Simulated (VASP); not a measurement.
# BeRh2 (I4_1/amd) in VASP: notebook

The runs below take BeRh2 through relaxation of cell and atoms, single point, with PBE.

Everything below comes from runs of VASP 6.6.1. Logs are shortened: lines on timing, memory, paths and dates and some standing lists are left out, and cuts for length are marked.

### Step 1. The cell of the first run

It takes space group I4_1/amd (No. 141, tetragonal). The conventional cell has a = 3.809 Å, b = 3.809 Å, c = 9.575 Å, α = 90.00°, β = 90.00°, γ = 90.00°. Within 2.6 Å of Be (site symmetry -4m2) lie 6 Rh at 1.95 to 1.98 Å. Within 2.6 Å of Rh (site symmetry 2mm) lie 3 Be at 1.95 to 1.98 Å and 2 Rh at 2.46 Å.

### Step 2. Relaxation of cell and atoms, PBE

The input, INCAR:

```
PREC = Accurate
ENCUT = 600
EDIFF = 1E-6
ISMEAR = 0
SIGMA = 0.1
LREAL = F
LASPH = T
NELM = 60
ALGO = Fast
ISIF = 3
LWAVE = F
LCHARG = F
GGA = PE
IBRION = 2
NSW = 90
EDIFFG = -0.04
```

The input, KPOINTS:

```
regular mesh
0
Gamma
  6 6 6
```

The input, POSCAR:

```
BeRh2
1.0
   -1.9046789837      1.9046789837      4.7876131706
    1.9046789837     -1.9046789837      4.7876131706
    1.9046789837      1.9046789837     -4.7876131706
Be Rh
2 4
Direct
    0.0000000000      0.0000000000      0.0000000000
    0.7500000000      0.2500000000      0.5000000000
    0.2066000000      0.2066000000      0.0000000000
    0.9566000000      0.4566000000      0.5000000000
    0.5434000000      0.0434000000      0.5000000000
    0.7934000000      0.7934000000      0.0000000000
```

Potentials or basis: VASP PAW PBE potentials, release 64 (Be, Rh_pv).

Command:

```sh
cat potpaw_PBE.64/Be/POTCAR potpaw_PBE.64/Rh_pv/POTCAR > POTCAR
mpirun -np 1 vasp_std > vasp.out
```

OUTCAR:

```text
PREC = Accurate
   ENCUT = 600
   EDIFF = 1E-6
   ISMEAR = 0
   LREAL = F
   LASPH = T
   NELM = 60
   ISIF = 3
   GGA = PE
   IBRION = 2
   NSW = 90
   EDIFFG = -0.04

 ion  position               nearest neighbor table
   1  0.000  0.000  0.000-   5 1.95   4 1.95   5 1.95   4 1.95   3 1.98   6 1.98
   2  0.750  0.250  0.500-   6 1.95   3 1.95   6 1.95   3 1.95   4 1.98   5 1.98
   3  0.207  0.207  0.000-   2 1.95   2 1.95   1 1.98   5 2.46   5 2.46   6 2.82   6 2.82   6 2.82
                             6 2.82   4 3.06   4 3.06   4 3.06   4 3.06
   4  0.957  0.457  0.500-   1 1.95   1 1.95   2 1.98   6 2.46   6 2.46   5 2.82   5 2.82   5 2.82
                             5 2.82   3 3.06   3 3.06   3 3.06   3 3.06
   5  0.543  0.043  0.500-   1 1.95   1 1.95   2 1.98   3 2.46   3 2.46   4 2.82   4 2.82   4 2.82
                             4 2.82   6 3.06   6 3.06   6 3.06   6 3.06
   6  0.793  0.793  0.000-   2 1.95   2 1.95   1 1.98   4 2.46   4 2.46   3 2.82   3 2.82   3 2.82
                             3 2.82   5 3.06   5 3.06   5 3.06   5 3.06

  LATTYP: Found a body centered tetragonal cell.
 ALAT       =     3.8093579674
 C/A-ratio  =     2.5136063408

  Lattice vectors:

 A1 = (  -1.9046789837,   1.9046789837,   4.7876131706)
 A2 = (   1.9046789837,  -1.9046789837,   4.7876131706)
 A3 = (   1.9046789837,   1.9046789837,  -4.7876131706)

Analysis of symmetry for initial positions (statically):
=====================================================================
 Subroutine PRICEL returns:
 Original cell was already a primitive cell.

 Routine SETGRP: Setting up the symmetry group for a
 body centered tetragonal supercell.

 Subroutine GETGRP returns: Found 16 space group operations
 (whereof  8 operations were pure point group operations)
 out of a pool of 16 trial point group operations.

The static configuration has the point symmetry D_2d.
 The point group associated with its full space group is D_4h.

Analysis of symmetry for dynamics (positions and initial velocities):
=====================================================================
 Subroutine PRICEL returns:
 Original cell was already a primitive cell.

 Routine SETGRP: Setting up the symmetry group for a
 body centered tetragonal supercell.

 Subroutine GETGRP returns: Found 16 space group operations
 (whereof  8 operations were pure point group operations)
 out of a pool of 16 trial point group operations.

The dynamic configuration has the point symmetry D_2d.
 The point group associated with its full space group is D_4h.

 Subroutine INISYM returns: Found 16 space group operations
 (whereof  8 operations are pure point group operations),
 and found     1 'primitive' translations

----------------------------------------------------------------------------------------

                                     Primitive cell

  volume of cell :      69.4741

  direct lattice vectors                    reciprocal lattice vectors
    -1.904678984  1.904678984  4.787613171     0.000000000  0.262511428  0.104436174
     1.904678984 -1.904678984  4.787613171     0.262511428  0.000000000  0.104436174
     1.904678984  1.904678984 -4.787613171     0.262511428  0.262511428  0.000000000

  length of vectors
     5.493345423  5.493345423  5.493345423     0.282522856  0.282522856  0.371247222

  position of ions in fractional coordinates (direct lattice)
     0.000000000  0.000000000  0.000000000
     0.750000000  0.250000000  0.500000000
     0.206600000  0.206600000  0.000000000
     0.956600000  0.456600000  0.500000000
     0.543400000  0.043400000  0.500000000
     0.793400000  0.793400000  0.000000000

  ion indices of the primitive-cell ions
   primitive index   ion index
                 1           1
                 2           2
                 3           3
                 4           4
                 5           5
                 6           6

----------------------------------------------------------------------------------------

 KPOINTS: regular mesh

Automatic generation of k-mesh.
 Grid dimensions read from file:
 generate k-points for:    6    6    6

 Generating k-lattice:

  Cartesian coordinates                     Fractional coordinates (reciprocal lattice)
     0.000000000  0.043751905  0.017406029     0.166666667  0.000000000  0.000000000
     0.043751905  0.000000000  0.017406029     0.000000000  0.166666667  0.000000000
     0.043751905  0.043751905  0.000000000     0.000000000  0.000000000  0.166666667

  Length of vectors
     0.047087143  0.047087143  0.061874537

  Shift w.r.t. Gamma in fractional coordinates (k-lattice)
     0.000000000  0.000000000  0.000000000

 Subroutine IBZKPT returns following result:
 ===========================================

 Found     30 irreducible k-points:

 Following reciprocal coordinates:
            Coordinates               Weight
  0.000000  0.000000  0.000000      1.000000
  0.166667  0.000000 -0.000000      8.000000
  0.333333  0.000000 -0.000000      8.000000
  0.500000  0.000000  0.000000      4.000000
  0.166667  0.166667 -0.000000      8.000000
  0.333333  0.166667  0.000000     16.000000
[... 16 lines left out ...]
 -0.333333 -0.333333  0.166667      8.000000
 -0.166667 -0.333333  0.166667      8.000000
 [... further k-points ...]
   k-points           NKPTS =     30   k-points in BZ     NKDIM =     30   number of bands    NBANDS=     38
   number of dos      NEDOS =    301   number of ions     NIONS =      6
   total plane-waves  NPLWV = 110592
   dimension x,y,z NGX =    48 NGY =   48 NGZ =   48
   dimension x,y,z NGXF=    96 NGYF=   96 NGZF=   96
   ions per type =               2   4
   NGX,Y,Z   is equivalent  to a cutoff of  14.53, 14.53, 14.53 a.u.
   NGXF,Y,Z  is equivalent  to a cutoff of  29.05, 29.05, 29.05 a.u.
 SYSTEM =  unknown system
   PREC   = accura    normal or accurate (medium, high low for compatibility)
   ISTART =      0    job   : 0-new  1-cont  2-samecut
   ICHARG =      2    charge: 1-file 2-atom 10-const
   ISPIN  =      1    spin polarized calculation?
   LNONCOLLINEAR =      F non collinear calculations
   LSORBIT =      F    spin-orbit coupling
   LASPH  =      T    aspherical Exc in radial PAW
   ENCUT  =  600.0 eV  44.10 Ry    6.64 a.u.  10.97 10.97 10.97*2*pi/ulx,y,z
   NELM   =     60;   NELMIN=  2; NELMDL= -5     # of ELM steps
   EDIFF  = 0.1E-05   stopping-criterion for ELM
   LREAL  =      F    real-space projection
   EDIFFG = -.4E-01   stopping-criterion for IOM
   NSW    =     90    number of steps for IOM
   IBRION =      2    ionic relax: 0-MD 1-quasi-New 2-CG
   NFREE  =      1    steps in history (QN), initial steepest desc. (CG)
   ISIF   =      3    stress and relaxation
   ISYM   =      2    0-nonsym 1-usesym 2-fastsym
   POTIM  = 0.5000    time-step for ionic-motion
   TEBEG  =    0.0;   TEEND  =   0.0 temperature during run
   PSTRESS=    0.0 pullay stress
   NELECT =      64.0000    total number of electrons
   NUPDOWN=      -1.0000    fix difference up-down
   EMIN   =  10.00;   EMAX   =-10.00  energy-range for DOS
   EFERMI =   0.00;   METHOD = LEGACY
   ISMEAR =     0;   SIGMA  =   0.10  broadening in eV -4-tet -1-fermi 0-gaus
   EFERMI_NEDOS =   21; number of points for ismear=-14 and -15
   IALGO  =     68    algorithm
   IMIX   =      4    mixing-type and parameters
     AMIX     =   0.40;   BMIX     =  1.00
     AMIX_MAG =   1.60;   BMIX_MAG =  1.00
  volume/ion in A,a.u.               =      11.58        78.14
  Fermi-wavevector in a.u.,A,eV,Ry     =   1.592920  3.010182 34.523340  2.537394
  Thomas-Fermi vector in A             =   2.691230
   LORBIT       =      0    0 simple, 1 ext, 2 COOP (PROOUT), +10 PAW based schemes
   GGA     = PE    functional components
   LHFCALC =     F    Hartree Fock is set to
   AEXX    =    0.0000 exact exchange contribution
   IVDW    =     0    specifies the selected vdW correction
   LEPSILON=     F    determine dielectric tensor
   LRPA    =     F    only Hartree local field effects (RPA)
 conjugate gradient relaxation of ions
 non-spin polarized calculation
 RMM-DIIS sequential band-by-band and
 Gauss-broadening in eV      SIGMA  =   0.10
  energy-cutoff  :      600.00
  volume of cell :       69.47
 maximum number of plane-waves:      2346
 NGX is ok and might be reduce to    48
   NGX = 21   NGY = 21   NGZ = 21

--------------------------------------- Ionic step        1  -------------------------------------------

 number of electron      64.0000000 magnetization

 Free energy of the ion-electron system (eV)
  ---------------------------------------------------
  ext. energy  EPLUGINS =         0.00000000
  ---------------------------------------------------
  free energy    TOTEN  =       -29.95845632 eV

  energy without entropy =      -29.93289093  energy(sigma->0) =      -29.94567363

 E-fermi :  10.2265     XC(G=0): -13.0715

 val. band max:       10.2174292430   @ k =   0.1667   0.1667  -0.0000
 cond. band min:      10.2285834880   @ k =  -0.1667  -0.3333   0.1667
 fundamental gap:      0.0111542450
 Fermi energy:        10.2265001702

 k-point     1 :       0.0000    0.0000    0.0000
  band No.  band energies     occupation
      1     -36.6684      2.00000
      2     -36.6684      2.00000
      3     -36.2846      2.00000
      4     -36.1793      2.00000
      5     -36.1793      2.00000
      6     -36.1534      2.00000
[... 2081 lines left out ...]
  FREE ENERGIE OF THE ION-ELECTRON SYSTEM (eV)
  ---------------------------------------------------
  free  energy   TOTEN  =       -33.6976171939 eV

  energy  without entropy=      -33.6461187867  energy(sigma->0) =      -33.67186799

[... ionic steps 4 to 22 ...]

--------------------------------------- Ionic step       23  -------------------------------------------

 number of electron      64.0000002 magnetization

------------------------ aborting loop because EDIFF is reached ----------------------------------------

  FORCE on cell =-STRESS in cart. coord.  units (eV):
  Direction    XX          YY          ZZ          XY          YZ          ZX
  --------------------------------------------------------------------------------------
  -------------------------------------------------------------------------------------
  Total       -0.1168988     -0.1168988     -0.1906602      0.0000000      0.0000000      0.0000000
  in kB       -2.4799703     -2.4799703     -4.0447956      0.0000000      0.0000000      0.0000000
  external PRESSURE =      -3.0015788 kB  Pullay stress =       0.0000000 kB
[... 65 lines left out ...]
  energy  without entropy=      -36.3279915180  energy(sigma->0) =      -36.34959657

--------------------------------------- Ionic step       25  -------------------------------------------

 number of electron      64.0000004 magnetization

 Free energy of the ion-electron system (eV)
  ---------------------------------------------------
  ext. energy  EPLUGINS =         0.00000000
  ---------------------------------------------------
  free energy    TOTEN  =       -36.37288311 eV

  energy without entropy =      -36.33047430  energy(sigma->0) =      -36.35167870

 E-fermi :   9.2511     XC(G=0): -12.8371

 val. band max:        9.2498022649   @ k =  -0.3333   0.5000   0.1667
 cond. band min:       9.2564482471   @ k =   0.1667   0.1667   0.1667
 fundamental gap:      0.0066459822
 Fermi energy:         9.2511117135

 k-point     1 :       0.0000    0.0000    0.0000
  band No.  band energies     occupation
      1     -36.9343      2.00000
      2     -36.9343      2.00000
      3     -36.8354      2.00000
      4     -36.7314      2.00000
      5     -36.7223      2.00000
      6     -36.7134      2.00000
[... 1008 lines left out ...]
  FREE ENERGIE OF THE ION-ELECTRON SYSTEM (eV)
  ---------------------------------------------------
  free  energy   TOTEN  =       -36.3728831094 eV

  energy  without entropy=      -36.3304742955  energy(sigma->0) =      -36.35167870

 reached required accuracy - stopping structural energy minimisation
```

Wall time 26 min (1 thread of Intel Xeon 6975P-C (Granite Rapids), shared host); peak memory 0.39 GiB.

Results:

| Quantity | Value |
| --- | --- |
| Free energy | -36.3729 eV |
| Relaxed volume | 12.56 Å³/atom |
| Relaxed cell | a = 4.959 Å, b = 4.959 Å, c = 4.959 Å, α = 126.98°, β = 126.98°, γ = 78.28° |
| Space group after relaxing (to 0.1 Å) | I4_1/amd (No. 141) |
| Energy gained by relaxing | 1069.1 meV/atom |
| Ionic steps | 25 |
| Pressure after relaxing | 0.0 GPa |
| Largest force after relaxing | 0.026 eV/Å |
| Band gap on the k mesh | zero (bands 32 and 33 overlap by 0.39 eV) |

Forces on the atoms (eV/Å):
```
Be   0.000  0.000  0.000
Be   0.000  0.000  0.000
Rh   0.000  0.000 -0.026
Rh   0.000  0.000 -0.026
Rh   0.000  0.000  0.026
Rh   0.000  0.000  0.026
```

The path:
```tsv
step	energy change (eV)	largest force (eV/Å)	pressure (GPa)	volume (Å³)
1	0.0000	5.0834	62.75	69.47
2	0.3930	0.8861	-21.91	125.77
3	-3.7392	0.1284	-5.12	90.12
4	-3.7740	0.2824	-2.84	88.51
5	-3.7809	0.4044	-1.00	87.34
6	-4.1147	0.8385	-2.53	87.15
7	-4.3564	1.6389	-2.88	86.46
8	-4.5775	1.5949	-3.13	85.30
9	-5.1670	1.6798	-2.54	81.65
10	-5.5984	2.1740	9.18	73.71
11	-5.8166	1.7511	8.03	73.61
12	-6.1725	0.6544	6.97	73.31
13	-6.1986	0.2113	7.54	73.19
14	-6.2710	0.2510	4.26	74.20
15	-6.3359	0.2955	-1.56	76.28
16	-6.3372	0.2965	-2.37	76.61
17	-6.3650	0.2146	-1.81	76.32
18	-6.4090	0.0155	-0.11	75.45
19	-6.4108	0.0697	0.50	75.24
20	-6.4108	0.0759	0.51	75.21
21	-6.4115	0.0742	0.11	75.35
22	-6.4119	0.0750	-0.20	75.46
23	-6.4119	0.0758	-0.30	75.52
24	-6.4127	0.0641	-0.26	75.48
25	-6.4144	0.0259	0.01	75.36
```

Final structure:
```
CELL_PARAMETERS angstrom
-2.21329 2.21329 3.84605
2.21329 -2.21329 3.84605
2.21329 2.21329 -3.84605
ATOMIC_POSITIONS crystal
Be 0.00000 0.00000 0.00000
Be 0.75000 0.25000 0.50000
Rh 0.28762 0.28762 0.00000
Rh 0.03762 0.53762 0.50000
Rh 0.46238 0.96238 0.50000
Rh 0.71238 0.71238 0.00000
```

Levels at points of the mesh, in eV from the Fermi level:
```tsv
k point	band 29	band 30	band 31	band 32	band 33	band 34	band 35	band 36
(0.00, 0.00, 0.00)	-0.63	-0.14	-0.13	-0.13	0.17	3.68	3.99	3.99
(0.50, 0.00, 0.00)	-0.72	-0.31	-0.24	-0.17	-0.05	0.46	1.47	4.31
(0.50, 0.50, 0.00)	-0.17	-0.17	0.03	0.03	0.29	0.29	0.90	0.90
(0.50, 0.50, 0.50)	-0.26	-0.26	-0.15	-0.15	0.03	0.03	0.54	0.54
```

(Part 1 of 2 ends here.)
